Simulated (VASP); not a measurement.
A run of VASP 6.6.1 is set up as follows.

INCAR

```
SYSTEM = InGa2P3
PREC = Accurate
ENCUT = 520
EDIFF = 1E-6
ISMEAR = -1
SIGMA = 0.02
LREAL = .False.
LASPH = .True.
NELM = 100
ALGO = Normal
ISIF = 2
LWAVE = .False.
LCHARG = .True.
GGA = PE
LELF = .True.
LVHAR = .True.
NBANDS = 36
```

Contents of KPOINTS:

```
regular mesh
0
Gamma
  12 12 4
  0 0 0
```

POSCAR

```
InGa2P3
1.0
    3.9600764336      0.0000000000      0.0000000000
   -1.9800382168      3.4295267924      0.0000000000
    0.0000000000      0.0000000000      9.7403922071
Ga In P
2 1 3
Direct
    0.0000000000      0.0000000000     -0.0067803703
    0.6666666667      0.3333333333      0.6739630610
    0.3333333333      0.6666666667      0.3350726180
    0.6666666667      0.3333333333      0.9165128973
    0.3333333333      0.6666666667      0.5968302630
    0.0000000000      0.0000000000      0.2344015311
```

Potentials or basis: VASP PAW PBE potentials, release 64 (Ga_d, In_d, P).

Launch:

```sh
$ cat potpaw_PBE.64/Ga_d/POTCAR potpaw_PBE.64/In_d/POTCAR potpaw_PBE.64/P/POTCAR > POTCAR
$ mpirun -np 1 vasp_std > vasp.out
```

(1) Estimate the largest force.

(2) Predict the pressure.

(3) Estimate the band gap on the k mesh.

Answers

(1) 0.038 eV/Å.

(2) 2.1 GPa.

(3) 0.95 eV.

Caveat: spin-orbit coupling is left out, which moves the levels of the heavy elements.
